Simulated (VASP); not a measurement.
## CsSnI3: single point with PBEsol

Crystal: CsSnI3.

```xyz
5
Lattice="6.3321 0.0000 0.0000 0.0000 6.3321 0.0000 0.0000 0.0000 6.3321" Properties=species:S:1:pos:R:3 pbc="T T T"
Cs    0.0000    0.0000    0.0000
Sn    3.1660    3.1660    3.1660
I     0.0000    3.1660    3.1660
I     3.1660    0.0000    3.1660
I     3.1660    3.1660    0.0000
```

| Quantity | Value |
| --- | --- |
| Program | VASP 6.6.1 |
| Task | single point |
| Functional | PBEsol |
| Potentials or basis | VASP PAW PBE potentials, release 64 (Cs_sv, Sn_d, I) |
| Cutoff | 520 eV |
| k mesh | 6 × 6 × 6 |
| Occupations | gaussian, width 0.01 eV |
| Spin | no spin polarisation |

The pressure is -1.4 GPa and the band gap on the k mesh is 0.51 eV.

Levels at points of the mesh, in eV from the valence-band top:
| k point | band 18 | band 19 | band 20 | band 21 | band 22 | band 23 | band 24 | band 25 | band 26 | band 27 |
| --- | --- | --- | --- | --- | --- | --- | --- | --- | --- | --- |
| (0.00, 0.00, 0.00) | -1.95 | -1.95 | -1.82 | -1.82 | -1.82 | 2.36 | 3.44 | 3.44 | 3.77 | 3.77 |
| (0.50, 0.00, 0.00) | -2.17 | -2.09 | -1.92 | -1.92 | -1.37 | 1.25 | 3.84 | 4.08 | 4.26 | 4.26 |
| (0.50, 0.50, 0.00) | -2.23 | -2.23 | -2.18 | -1.42 | -0.68 | 0.94 | 0.94 | 3.96 | 4.39 | 4.57 |
| (0.50, 0.50, 0.50) | -2.17 | -1.41 | -1.41 | -1.41 | 0.00 | 0.51 | 0.51 | 0.51 | 3.24 | 4.26 |

Run time: 2.5 min on 1 thread of Oxide Virtual Turin-like Processor, on a shared host, peak memory 0.38 GiB.

Caveat: semilocal functionals underestimate gaps, and a narrow one can read as zero; the PAW data sets were made with another functional, which shifts forces and pressure a little; spin-orbit coupling is left out, which moves the levels of the heavy elements. A k mesh can miss the band edges.
